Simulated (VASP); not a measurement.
# ZnS (Wurtzite-2H): single point with LDA

ZnS (Wurtzite-2H):

```xyz
4
Lattice="3.7595 0.0000 0.0000 -1.8797 3.2558 0.0000 0.0000 0.0000 6.1497" Properties=species:S:1:pos:R:3 pbc="T T T"
Zn    1.8797    1.0853    3.0749
Zn    0.0000    2.1705    0.0000
S     1.8797    1.0853    5.4425
S     0.0000    2.1705    2.3677
```

This cell differs from its parent crystal: volume scaled by 0.96.

- Program: VASP 6.6.1
- Task: single point
- Functional: LDA
- Potentials or basis: VASP PAW LDA potentials, release 64 (Zn, S)
- Cutoff: 520 eV
- k mesh: 8 × 8 × 5
- Occupations: fermi-dirac, width 0.05 eV
- Spin: no spin polarisation

```
Pressure               : -0.6 GPa
Largest force          : 0.349 eV/Å
Band gap on the k mesh : 2.22 eV, direct
```

Forces in eV/Å, atoms in the order of the input:
```
Zn   0.000  0.000  0.349
Zn   0.000  0.000  0.349
S    0.000  0.000 -0.349
S    0.000  0.000 -0.349
```

Stress tensor (GPa, compression positive):
```
 0.10  0.00  0.00
 0.00  0.10  0.00
 0.00  0.00 -2.06
```

Levels at points of the mesh, in eV from the valence-band top:
| k point | band 15 | band 16 | band 17 | band 18 | band 19 | band 20 | band 21 | band 22 |
| --- | --- | --- | --- | --- | --- | --- | --- | --- |
| (0.00, 0.00, 0.00) | -0.92 | -0.01 | -0.01 | 0.00 | 2.22 | 2.88 | 6.13 | 6.13 |
| (0.50, 0.00, 0.00) | -3.41 | -2.42 | -1.72 | -1.05 | 3.39 | 4.21 | 4.98 | 6.99 |

It took 36 s on 1 thread of Intel(R) Xeon(R) Platinum 8259CL CPU @ 2.50GHz (Skylake/Cascade Lake) (shared host), peak memory 0.18 GiB.
